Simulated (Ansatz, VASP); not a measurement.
One calculation of Cu, two programs

```
Cu
1.0
     0.00000    1.80750    1.80750
     1.80750    0.00000    1.80750
     1.80750    1.80750    0.00000
Cu
1
Direct
  0.00000 0.00000 0.00000
```

Alike in both runs: functional LDA; k mesh 13 × 13 × 13; occupations fermi-dirac, width 0.05 eV; no spin polarisation.

|  | VASP | Ansatz |
| --- | --- | --- |
| version | VASP 6.6.1 | Ansatz 0.2.0 |
| potentials or method | VASP PAW LDA potentials, release 64 (Cu) | JTH PAW LDA |
| plane-wave cutoff (eV) | 600 | 1350 |
| valence electrons in the cell | 11 | 19 |
| task | single point | band structure |

|  | VASP | Ansatz | Ansatz less VASP |
| --- | --- | --- | --- |
| gap on the k mesh at the Fermi level (eV) | none | none | - |
| pressure (GPa) | -11.8 | -12.4 | -0.63 |

LDA's correlation is that of Perdew and Zunger in VASP and of Perdew and Wang (1992) in Ansatz. A gap of «none» marks a metal or a gap that the smearing closes. VASP's potentials hold 11 valence electrons a cell and Ansatz's 19, so a difference there can come from the potentials and not from the codes.
